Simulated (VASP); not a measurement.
# Mo3H in VASP: single point with r2SCAN

Aim: the single point of Mo3H with r2SCAN.

Everything below comes from runs of VASP 6.6.1. Logs are shortened: lines on timing, memory, paths and dates and some standing lists are left out, and cuts for length are marked.

**1. The cell of the first run**

The cell holds a slab with vacuum, 4 atoms: a = 2.728 Å, b = 2.728 Å, c = 19.793 Å, α = 90.00°, β = 90.00°, γ = 109.47°.

**2. Single point, r2SCAN**

The input, POSCAR:

```
Mo3H
1.0
    2.7283492377      0.0000000000      0.0000000000
   -0.9094497459      2.5723123299      0.0000000000
    0.0000000000      0.0000000000     19.7934267746
Mo H
3 1
Direct
    0.5000000000      0.5000000000      0.2020872912
    0.0000000000      0.0000000000      0.3105456181
    0.5000000000      0.5000000000      0.4189990379
    0.6666666667      0.8333333333      0.4945974602
```

The input, INCAR.step1:

```
SYSTEM = Mo3H
PREC = Accurate
ENCUT = 520
ISMEAR = 0
SIGMA = 0.1
LREAL = .False.
LASPH = .True.
NELM = 100
LDIPOL = .True.
IDIPOL = 3
DIPOL = 0.5 0.5 0.357
NBANDS = 30
GGA = PE
ALGO = Normal
EDIFF = 1E-4
LWAVE = .True.
LCHARG = .False.
```

The input, INCAR.step2:

```
SYSTEM = Mo3H
PREC = Accurate
ENCUT = 520
EDIFF = 1E-7
ISMEAR = 0
SIGMA = 0.1
LREAL = .False.
LASPH = .True.
NELM = 100
ALGO = Normal
ISIF = 2
LWAVE = .False.
LCHARG = .False.
LDIPOL = .True.
IDIPOL = 3
DIPOL = 0.5 0.5 0.357
METAGGA = R2SCAN
LMIXTAU = .True.
NBANDS = 30
ISTART = 1
```

The input, KPOINTS:

```
Automatic mesh
0
Gamma
  10 10 1
  0 0 0
```

Potentials or basis: VASP PAW PBE potentials, release 64 (Mo_sv, H).

The run is started by

```sh
> cat potpaw_PBE.64/Mo_sv/POTCAR potpaw_PBE.64/H/POTCAR > POTCAR
> cp INCAR.step1 INCAR
> mpirun -np 1 vasp_std > vasp.out
> cp INCAR.step2 INCAR
> mpirun -np 1 vasp_std > vasp.out
```

OUTCAR:

```text
SYSTEM = Mo3H
   PREC = Accurate
   ENCUT = 520
   EDIFF = 1E-7
   ISMEAR = 0
   LREAL = .False.
   LASPH = .True.
   NELM = 100
   ISIF = 2
   METAGGA = R2SCAN
   ISTART = 1

 ion  position               nearest neighbor table
   1  0.500  0.500  0.202-   2 2.66   2 2.66   2 3.09   2 3.09
   2  0.000  0.000  0.311-   3 2.66   3 2.66   1 2.66   1 2.66   3 3.09   3 3.09   1 3.09   1 3.09

   3  0.500  0.500  0.419-   4 1.73   2 2.66   2 2.66   2 3.09   2 3.09
   4  0.667  0.833  0.495-   3 1.73

  LATTYP: Found a base centered orthorhombic cell.
 ALAT       =     3.1504263337
 B/A-ratio  =     1.4142135624
 C/A-ratio  =     6.2827772112

  Lattice vectors:

 A1 = (   2.7283492377,   0.0000000000,   0.0000000000)
 A2 = (  -0.9094497459,   2.5723123299,   0.0000000000)
 A3 = (   0.0000000000,   0.0000000000,  19.7934267746)

Analysis of symmetry for initial positions (statically):
=====================================================================
 Subroutine PRICEL returns:
 Original cell was already a primitive cell.

 Routine SETGRP: Setting up the symmetry group for a
 base centered orthorhombic supercell.

 Subroutine GETGRP returns: Found  1 space group operations
 (whereof  1 operations were pure point group operations)
 out of a pool of  8 trial point group operations.

The static configuration has the point symmetry C_1 .

Analysis of symmetry for dynamics (positions and initial velocities):
=====================================================================
 Subroutine PRICEL returns:
 Original cell was already a primitive cell.

 Routine SETGRP: Setting up the symmetry group for a
 base centered orthorhombic supercell.

 Subroutine GETGRP returns: Found  1 space group operations
 (whereof  1 operations were pure point group operations)
 out of a pool of  8 trial point group operations.

The dynamic configuration has the point symmetry C_1 .

 Subroutine INISYM returns: Found  1 space group operations
 (whereof  1 operations are pure point group operations),
 and found     1 'primitive' translations

----------------------------------------------------------------------------------------

                                     Primitive cell

  volume of cell :     138.9136

  direct lattice vectors                    reciprocal lattice vectors
     2.728349238  0.000000000  0.000000000     0.366521993  0.129585093  0.000000000
    -0.909449746  2.572312330  0.000000000     0.000000000  0.388755280  0.000000000
     0.000000000  0.000000000 19.793426775     0.000000000  0.000000000  0.050521823

  length of vectors
     2.728349238  2.728349238 19.793426775     0.388755280  0.388755280  0.050521823

  position of ions in fractional coordinates (direct lattice)
     0.500000000  0.500000000  0.202087291
     0.000000000  0.000000000  0.310545618
     0.500000000  0.500000000  0.418999038
     0.666666667  0.833333333  0.494597460

  ion indices of the primitive-cell ions
   primitive index   ion index
                 1           1
                 2           2
                 3           3
                 4           4

----------------------------------------------------------------------------------------

 KPOINTS: Automatic mesh

Automatic generation of k-mesh.
 Grid dimensions read from file:
 generate k-points for:   10   10    1

 Generating k-lattice:

  Cartesian coordinates                     Fractional coordinates (reciprocal lattice)
     0.036652199  0.012958509  0.000000000     0.100000000 -0.000000000  0.000000000
     0.000000000  0.038875528  0.000000000     0.000000000  0.100000000  0.000000000
     0.000000000  0.000000000  0.050521823     0.000000000  0.000000000  1.000000000

  Length of vectors
     0.038875528  0.038875528  0.050521823

  Shift w.r.t. Gamma in fractional coordinates (k-lattice)
     0.000000000  0.000000000  0.000000000

 Subroutine IBZKPT returns following result:
 ===========================================

 Found     52 irreducible k-points:

 Following reciprocal coordinates:
            Coordinates               Weight
  0.000000  0.000000  0.000000      1.000000
  0.100000  0.000000  0.000000      2.000000
  0.000000  0.100000  0.000000      2.000000
  0.200000  0.000000  0.000000      2.000000
  0.000000  0.200000  0.000000      2.000000
  0.300000  0.000000  0.000000      2.000000
[... 16 lines left out ...]
 -0.300000  0.100000  0.000000      2.000000
  0.100000 -0.300000  0.000000      2.000000
 [... further k-points ...]
   k-points           NKPTS =     52   k-points in BZ     NKDIM =     52   number of bands    NBANDS=     30
   number of dos      NEDOS =    301   number of ions     NIONS =      4
   total plane-waves  NPLWV =  60000
   dimension x,y,z NGX =    20 NGY =   20 NGZ =  150
   dimension x,y,z NGXF=    40 NGYF=   40 NGZF=  300
   ions per type =               3   1
   NGX,Y,Z   is equivalent  to a cutoff of  12.19, 12.19, 12.60 a.u.
   NGXF,Y,Z  is equivalent  to a cutoff of  24.37, 24.37, 25.20 a.u.
 SYSTEM =  Mo3H
   PREC   = accura    normal or accurate (medium, high low for compatibility)
   ISTART =      1    job   : 0-new  1-cont  2-samecut
   ICHARG =      0    charge: 1-file 2-atom 10-const
   ISPIN  =      1    spin polarized calculation?
   LNONCOLLINEAR =      F non collinear calculations
   LSORBIT =      F    spin-orbit coupling
   LASPH  =      T    aspherical Exc in radial PAW
   ENCUT  =  520.0 eV  38.22 Ry    6.18 a.u.   5.07  5.07 36.80*2*pi/ulx,y,z
   NELM   =    100;   NELMIN=  2; NELMDL=  0     # of ELM steps
   EDIFF  = 0.1E-06   stopping-criterion for ELM
   LREAL  =      F    real-space projection
   EDIFFG = 0.1E-05   stopping-criterion for IOM
   NSW    =      0    number of steps for IOM
   IBRION =     -1    ionic relax: 0-MD 1-quasi-New 2-CG
   NFREE  =      0    steps in history (QN), initial steepest desc. (CG)
   ISIF   =      2    stress and relaxation
   ISYM   =      2    0-nonsym 1-usesym 2-fastsym
   POTIM  = 0.5000    time-step for ionic-motion
   TEBEG  =    0.0;   TEEND  =   0.0 temperature during run
   PSTRESS=    0.0 pullay stress
   NELECT =      43.0000    total number of electrons
   NUPDOWN=      -1.0000    fix difference up-down
   EMIN   =  10.00;   EMAX   =-10.00  energy-range for DOS
   EFERMI =   0.00;   METHOD = LEGACY
   ISMEAR =     0;   SIGMA  =   0.10  broadening in eV -4-tet -1-fermi 0-gaus
   EFERMI_NEDOS =   21; number of points for ismear=-14 and -15
   IALGO  =     38    algorithm
   IMIX   =      4    mixing-type and parameters
     AMIX     =   0.40;   BMIX     =  1.00
     AMIX_MAG =   1.60;   BMIX_MAG =  1.00
  volume/ion in A,a.u.               =      34.73       234.36
  Fermi-wavevector in a.u.,A,eV,Ry     =   1.107430  2.092738 16.686187  1.226400
  Thomas-Fermi vector in A             =   2.243944
   LORBIT       =      0    0 simple, 1 ext, 2 COOP (PROOUT), +10 PAW based schemes
   METAGGA = R2SCAN    functional components
   LHFCALC =     F    Hartree Fock is set to
   AEXX    =    0.0000 exact exchange contribution
   IVDW    =     0    specifies the selected vdW correction
   LEPSILON=     F    determine dielectric tensor
   LRPA    =     F    only Hartree local field effects (RPA)
 non-spin polarized calculation
 Gauss-broadening in eV      SIGMA  =   0.10
  energy-cutoff  :      520.00
  volume of cell :      138.91
 maximum number of plane-waves:      3790
   NGX = 11   NGY = 11   NGZ = 73

 dipolmoment           0.000000      0.000000     -0.000121 electrons x Angstroem

 number of electron      42.9999992 magnetization

 dipolmoment           0.000000      0.000000      0.041006 electrons x Angstroem

 Free energy of the ion-electron system (eV)
  ---------------------------------------------------
  ext. energy  EPLUGINS =         0.00000000
  ---------------------------------------------------
  free energy    TOTEN  =       -79.08943886 eV

  energy without entropy =      -79.07710414  energy(sigma->0) =      -79.08327150

 E-fermi :   1.0331     XC(G=0):  -6.0074

 val. band max:        1.0267330108   @ k =   0.3000  -0.4000   0.0000
 cond. band min:       1.0422890912   @ k =   0.2000   0.4000   0.0000
 fundamental gap:      0.0155560804
 Fermi energy:         1.0331188238

 k-point     1 :       0.0000    0.0000    0.0000
  band No.  band energies     occupation
      1     -62.1393      2.00000
      2     -61.8860      2.00000
      3     -61.8107      2.00000
      4     -36.0107      2.00000
      5     -35.3353      2.00000
      6     -35.0883      2.00000
[... 22 lines left out ...]
     29       3.3062      0.00000
     30       3.5707      0.00000

 k-point     2 :       0.1000    0.0000    0.0000
  band No.  band energies     occupation
      1     -62.1201      2.00000
      2     -61.8722      2.00000
      3     -61.8021      2.00000
      4     -35.9789      2.00000
      5     -35.3954      2.00000
      6     -35.0733      2.00000
[... 22 lines left out ...]
     29       3.5113      0.00000
     30       3.7880      0.00000

 k-point     3 :       0.0000    0.1000    0.0000
  band No.  band energies     occupation
      1     -62.1200      2.00000
      2     -61.8721      2.00000
      3     -61.8021      2.00000
      4     -35.9788      2.00000
      5     -35.3965      2.00000
      6     -35.0761      2.00000
[... 22 lines left out ...]
     29       3.5176      0.00000
     30       3.8162      0.00000

 k-point     4 :       0.2000    0.0000    0.0000
  band No.  band energies     occupation
      1     -62.0685      2.00000
      2     -61.8359      2.00000
      3     -61.7804      2.00000
      4     -35.8999      2.00000
      5     -35.5717      2.00000
      6     -35.1083      2.00000
[... 616 lines left out ...]
     29       4.8818      0.00000
     30       5.4554      0.00000

 k-point    23 :      -0.3000    0.1000    0.0000
  band No.  band energies     occupation
      1     -62.0105      2.00000
      2     -61.7861      2.00000
      3     -61.7377      2.00000
      4     -35.8433      2.00000
      5     -35.7267      2.00000
      6     -35.3082      2.00000
[... 22 lines left out ...]
     29       3.9246      0.00000
     30       4.6366      0.00000

 k-point    24 :       0.1000   -0.3000    0.0000
  band No.  band energies     occupation
      1     -62.0104      2.00000
      2     -61.7860      2.00000
      3     -61.7376      2.00000
      4     -35.8453      2.00000
      5     -35.7363      2.00000
      6     -35.3374      2.00000
[... 22 lines left out ...]
     29       3.9446      0.00000
     30       4.7123      0.00000

 [... further k-points ...]

------------------------ aborting loop because EDIFF is reached ----------------------------------------

 vacuum level on the upper side and lower side of the slab       (xc-potential included)         0.519        -0.524

  FORCE on cell =-STRESS in cart. coord.  units (eV):
  Direction    XX          YY          ZZ          XY          YZ          ZX
  --------------------------------------------------------------------------------------
  -------------------------------------------------------------------------------------
  Total       -1.4888093     -2.2034951      1.0720996      0.3347624      1.9375992     -0.4890956
  in kB      -17.1713723    -25.4142926     12.3651975      3.8610249     22.3475475     -5.6410469
  external PRESSURE =     -10.0734891 kB  Pullay stress =       0.0000000 kB

 VOLUME and BASIS-vectors are now :
 -----------------------------------------------------------------------------
  energy-cutoff  :      520.00
  volume of cell :      138.91
      direct lattice vectors                 reciprocal lattice vectors
     2.728349238  0.000000000  0.000000000     0.366521993  0.129585093  0.000000000
    -0.909449746  2.572312330  0.000000000     0.000000000  0.388755280  0.000000000
     0.000000000  0.000000000 19.793426775     0.000000000  0.000000000  0.050521823

 POSITION                                       TOTAL-FORCE (eV/Angst)
 -----------------------------------------------------------------------------------
      0.90945      1.28616      4.00000         0.076376      0.137130      0.141520
      0.00000      0.00000      6.14676        -0.140194     -0.449778     -0.793014
      0.90945      1.28616      8.29343         0.372520     -0.729970      0.656394
      1.06102      2.14359      9.78978        -0.308702      1.042618     -0.004900
 -----------------------------------------------------------------------------------
    total drift:                               -0.000017     -0.000002      0.000640

  FREE ENERGIE OF THE ION-ELECTRON SYSTEM (eV)
  ---------------------------------------------------
  free  energy   TOTEN  =       -79.0894388623 eV

  energy  without entropy=      -79.0771041358  energy(sigma->0) =      -79.08327150

 vacuum level on the upper side and lower side of the slab         6.619         5.546
```

Wall time 7.8 min (1 thread of Intel Xeon 6975P-C (Granite Rapids), shared host); peak memory 0.36 GiB.

What came out:

| Quantity | Value |
| --- | --- |
| Free energy | -79.0894 eV |
| Largest force | 1.087 eV/Å |

Forces in eV/Å, atoms in the order of the input:
```
Mo   0.076  0.137  0.142
Mo  -0.140 -0.450 -0.793
Mo   0.373 -0.730  0.656
H   -0.309  1.043 -0.005
```

Levels at points of the mesh, in eV from the Fermi level:
```tsv
k point	band 18	band 19	band 20	band 21	band 22	band 23	band 24	band 25	band 26	band 27
(0.00, 0.00, 0.00)	-2.40	-1.57	-1.32	-0.97	-0.84	0.87	1.47	1.54	1.59	1.92
(0.50, 0.00, 0.00)	-3.02	-2.04	-0.61	0.43	1.56	1.82	1.97	2.06	2.65	2.94
(0.00, 0.50, 0.00)	-3.08	-1.59	-0.75	1.12	1.51	1.79	1.89	2.06	2.90	2.95
(0.50, 0.50, 0.00)	-2.97	-1.73	-0.06	0.47	1.39	1.78	2.90	2.99	4.19	4.68
```

Caveat: the PAW data sets were made with another functional, which shifts forces and pressure a little.
